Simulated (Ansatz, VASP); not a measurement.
## CdI2: VASP beside Ansatz

```xyz
3
Lattice="3.9938 0.0000 0.0000 -1.9969 3.4587 0.0000 0.0000 0.0000 7.7455" Properties=species:S:1:pos:R:3 pbc="T T T"
Cd    0.0000    0.0000    0.0000
I     0.0000    2.3058    1.9302
I     1.9969    1.1529    5.8153
```

Alike in both runs: task single point; functional PBE; dispersion D3(BJ); k mesh 9 × 9 × 6; occupations gaussian, width 0.05 eV; no spin polarisation.

|  | VASP | Ansatz |
| --- | --- | --- |
| version | VASP 6.6.1 | Ansatz 0.2.0 |
| potentials or method | VASP PAW PBE potentials, release 64 (Cd, I), cutoff 500 eV | scalar-relativistic, plane waves, PAW |
| valence electrons in the cell | 26 | 54 |

Ansatz gave:

```
gap on the k mesh at the Fermi level (eV)                     : 1.69
least direct gap on the mesh (eV)                             : 2.11
pressure (GPa)                                                : 0.5
traceless stress, the component that is largest in VASP (GPa) : -3.62
rms of the force components (eV/Å)                            : 0.171
```

Problem. What did VASP give for the same quantities?

Solution. gap on the k mesh at the Fermi level (eV): 1.68; least direct gap on the mesh (eV): 2.10; pressure (GPa): 0.6; traceless stress, the component that is largest in VASP (GPa): -3.60; rms of the force components (eV/Å): 0.160.

Atom by atom the forces differ by 0.011 eV/Å (rms over components). VASP's potentials hold 26 valence electrons a cell and Ansatz's 54, so a difference there can come from the potentials and not from the codes.

Spin-orbit coupling is off throughout.
